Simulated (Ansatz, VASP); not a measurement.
## GaN in VASP and in Ansatz

```
Ga N
1.0
     3.15273    0.00000    0.00000
    -1.57637    2.73035    0.00000
     0.00000    0.00000    5.13581
Ga N
2 2
Direct
  0.33333 0.66667 0.99913
  0.66667 0.33333 0.49913
  0.33333 0.66667 0.37587
  0.66667 0.33333 0.87587
```

Alike in both runs: task single point; functional PBE; k mesh 9 × 9 × 4; no spin polarisation.

```csv
,VASP,Ansatz
version,VASP 6.6.1,Ansatz 0.2.0
potentials or method,"VASP PAW PBE potentials, release 64 (Ga_d, N)","plane waves, PAW"
plane-wave cutoff (eV),520,420
occupations,"gaussian, width 0.01 eV",fixed
valence electrons in the cell,36,36
```

|  | VASP | Ansatz | Ansatz less VASP |
| --- | --- | --- | --- |
| gap on the k mesh at the Fermi level (eV) | 2.13 | 2.12 | -0.011 |
| pressure (GPa) | 12.3 | 12.2 | -0.02 |
| traceless stress, the component that is largest in VASP (GPa) | -0.02 | -0.05 | -0.030 |
| rms of the force components (eV/Å) | 0.007 | 0.007 | -0.0001 |

Atom by atom the forces differ by 0.000 eV/Å (rms over components).
